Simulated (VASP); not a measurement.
Write the native input for VASP 6.6.1 that does the following.

- Task: single point
- Functional: PBE0
- Potentials or basis: VASP PAW PBE potentials, release 64 (Cu)
- Cutoff: 520 eV
- k mesh: 6 × 6 × 4
- Occupations: fermi-dirac, width 0.05 eV
- Spin: no spin polarisation
- Dipole correction: no
- Grid for exact exchange (PRECFOCK): Normal
- Further INCAR settings: ALGO = Normal; EDIFF = 1e-07; NBANDS = 18
- Share of exact exchange: 0.25

Cu:

```
Cu
1.0
     2.55088    0.00000    0.00000
    -1.27544    2.20913    0.00000
     0.00000    0.00000    4.13981
Cu
2
Direct
  0.66667 0.33333 0.75000
  0.33333 0.66667 0.25000
```

This isn't the form of Cu at room conditions, which is fcc.

The input as run:

POSCAR

```
Cu
1.0
    2.5508792560      0.0000000000      0.0000000000
   -1.2754396280      2.2091262377      0.0000000000
    0.0000000000      0.0000000000      4.1398073633
Cu
2
Direct
    0.6666666667      0.3333333333      0.7500000000
    0.3333333333      0.6666666667      0.2500000000
```

INCAR.step1

```
SYSTEM = Cu
PREC     = Accurate       ! precision mode
ENCUT    = 520            ! plane-wave cutoff, eV
EDIFF    = 1E-5           ! SCF threshold, eV
ISMEAR   = -1             ! smearing method
SIGMA    = 0.05           ! smearing width, eV
LREAL    = .False.        ! projectors in reciprocal space
LASPH    = .True.         ! aspherical terms in the spheres
NELM     = 60             ! most SCF steps
ALGO     = Normal         ! electronic algorithm
ISIF     = 2              ! what is computed and relaxed
LWAVE    = .True.         ! write WAVECAR
LCHARG   = .False.        ! write CHGCAR
GGA      = PE             ! functional
NBANDS   = 18             ! bands
```

INCAR.step2

```
SYSTEM = Cu
PREC     = Accurate       ! precision mode
ENCUT    = 520            ! plane-wave cutoff, eV
EDIFF    = 1E-7           ! SCF threshold, eV
ISMEAR   = -1             ! smearing method
SIGMA    = 0.05           ! smearing width, eV
LREAL    = .False.        ! projectors in reciprocal space
LASPH    = .True.         ! aspherical terms in the spheres
NELM     = 60             ! most SCF steps
ALGO     = Normal         ! electronic algorithm
ISIF     = 2              ! what is computed and relaxed
LWAVE    = .False.        ! write WAVECAR
LCHARG   = .False.        ! write CHGCAR
GGA      = PE             ! functional
LHFCALC  = .True.         ! exact exchange
AEXX     = 0.25           ! exact-exchange fraction
PRECFOCK = Normal       
ISTART   = 1            
NBANDS   = 18             ! bands
```

KPOINTS

```
regular mesh
0
Gamma
  6 6 4
  0 0 0
```

Potentials or basis: VASP PAW PBE potentials, release 64 (Cu).

Launch:

```console
$ cat potpaw_PBE.64/Cu/POTCAR > POTCAR
$ cp INCAR.step1 INCAR
$ mpirun -np 1 vasp_std > vasp.out
$ cp INCAR.step2 INCAR
$ mpirun -np 1 vasp_std > vasp.out
```

It gave:

```yaml
Pressure: 5.3 GPa
Band_gap_on_the_k_mesh: zero (bands 11 and 12 overlap by 8.75 eV)
```

Caveat: the k points lie up to 0.47 Å⁻¹ apart, too coarse for converged energies and pressures of a metal; the PAW data sets were made with another functional, which shifts forces and pressure a little.

Wall time 81 min on 1 thread of AMD EPYC 7R13 (shared host), peak memory 0.13 GiB.
